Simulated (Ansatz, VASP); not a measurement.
# Si2W: VASP beside Ansatz

```xyz
3
Lattice="-1.6069 1.6069 3.9150 1.6069 -1.6069 3.9150 1.6069 1.6069 -3.9150" Properties=species:S:1:pos:R:3 pbc="T T T"
Si    0.0000    0.0000    2.6182
Si    0.0000    0.0000    5.2117
W     0.0000    0.0000    0.0000
```

Alike in both runs: task electric field gradients; functional LDA; k mesh 20 × 20 × 20; occupations fermi-dirac, width 0.05 eV; no spin polarisation.

|  | VASP | Ansatz |
| --- | --- | --- |
| version | VASP 6.6.1 | Ansatz 0.2.0 |
| potentials or method | VASP PAW LDA potentials, release 64 (Si, W_sv) | plane-wave PAW, scalar-relativistic |
| plane-wave cutoff (eV) | 520 | 420 |
| valence electrons in the cell | 22 | 22 |

|  | VASP | Ansatz | Ansatz less VASP |
| --- | --- | --- | --- |
| pressure (GPa) | -5.1 | -5.8 | -0.74 |
| traceless stress, the component that is largest in VASP (GPa) | -0.11 | -0.16 | -0.045 |
| rms of the force components (eV/Å) | 0.049 | 0.054 | +0.0057 |
| size of Vzz on the site where it differs most (V/Å²) | 144.3 | 168.1 | +23.76 |

LDA's correlation is that of Perdew and Zunger in VASP and of Perdew and Wang (1992) in Ansatz. Atom by atom the forces differ by 0.006 eV/Å (rms over components).

Neither program's run includes spin-orbit coupling.
